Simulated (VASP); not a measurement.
Sn3Te: single point with PBE

Crystal: Sn3Te.

```xyz
4
Lattice="5.4115 0.0000 0.0000 0.0000 5.4115 0.0000 0.0000 0.0000 3.8951" Properties=species:S:1:pos:R:3 pbc="T T T"
Sn    0.0000    2.7058    1.9476
Sn    2.7058    0.0000    1.9476
Sn    2.7058    2.7058    0.0000
Te    0.0000    0.0000    0.0000
```

| Quantity | Value |
| --- | --- |
| Program | VASP 6.6.1 |
| Task | single point |
| Functional | PBE |
| Potentials or basis | VASP PAW PBE potentials, release 64 (Sn_d, Te) |
| Cutoff | 520 eV |
| k mesh | 10 × 10 × 10 |
| Occupations | gaussian, width 0.1 eV |
| Spin | no spin polarisation |

The pressure is -0.1 GPa. The band gap on the k mesh is zero (band 24 reaches 9.45 eV, above the bottom of band 25 at 6.23 eV).

Levels at points of the mesh, in eV from the Fermi level:
| k point | band 22 | band 23 | band 24 | band 25 | band 26 | band 27 |
| --- | --- | --- | --- | --- | --- | --- |
| (0.00, 0.00, 0.00) | -1.74 | -1.06 | -1.06 | 1.71 | 3.27 | 3.49 |
| (0.50, 0.00, 0.00) | -1.10 | -0.40 | 0.70 | 0.77 | 1.82 | 1.91 |
| (0.50, 0.50, 0.00) | -0.25 | 0.09 | 1.80 | 2.04 | 2.04 | 2.13 |
| (0.00, 0.00, 0.50) | -2.46 | -1.49 | -1.49 | -1.42 | 1.22 | 1.28 |
| (0.50, 0.00, 0.50) | -2.57 | -2.22 | -1.73 | -0.31 | -0.17 | -0.10 |
| (0.50, 0.50, 0.50) | -4.82 | -4.20 | 1.47 | 1.47 | 3.48 | 3.49 |

Wall time 5 min on 1 thread of Intel(R) Xeon(R) Platinum 8175M CPU @ 2.50GHz (Skylake/Cascade Lake), with other jobs on the host, peak memory 0.48 GiB.

Caveat: spin-orbit coupling is left out, which moves the levels of the heavy elements.
